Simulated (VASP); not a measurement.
ScAl9, 20 atoms in the cell. The cell holds an amorphous packing of atoms, 20 atoms: a = 7.447 Å, b = 6.678 Å, c = 7.103 Å, α = 91.08°, β = 90.86°, γ = 90.21°. 

- Program: VASP 6.6.1
- Task: single point
- Functional: PBE
- Potentials or basis: VASP PAW PBE potentials, release 64 (Al, Sc_sv)
- Cutoff: 520 eV
- k mesh: 1 × 1 × 1, shifted
- Occupations: fermi-dirac, width 0.1275 eV
- Spin: no spin polarisation
- Dipole correction: no
- Further INCAR settings: LREAL = Auto; ALGO = Normal; EDIFF = 1e-06; NBANDS = 54; ISYM = 0

Potentials or basis: VASP PAW PBE potentials, release 64 (Al, Sc_sv).

Launch:

```console
$ cat potpaw_PBE.64/Al/POTCAR potpaw_PBE.64/Sc_sv/POTCAR > POTCAR
$ mpirun -np 1 vasp_std > vasp.out
```

Hardware: 1 thread of AMD EPYC 7R43 64-Core Processor (Zen 3) (shared host).

Task: How long does it take, and how much memory?

Result: It took 46 s on 1 thread of AMD EPYC 7R43 64-Core Processor (Zen 3), on a shared host, peak memory 0.3 GiB. Counts: scf iterations 15, k points 1.
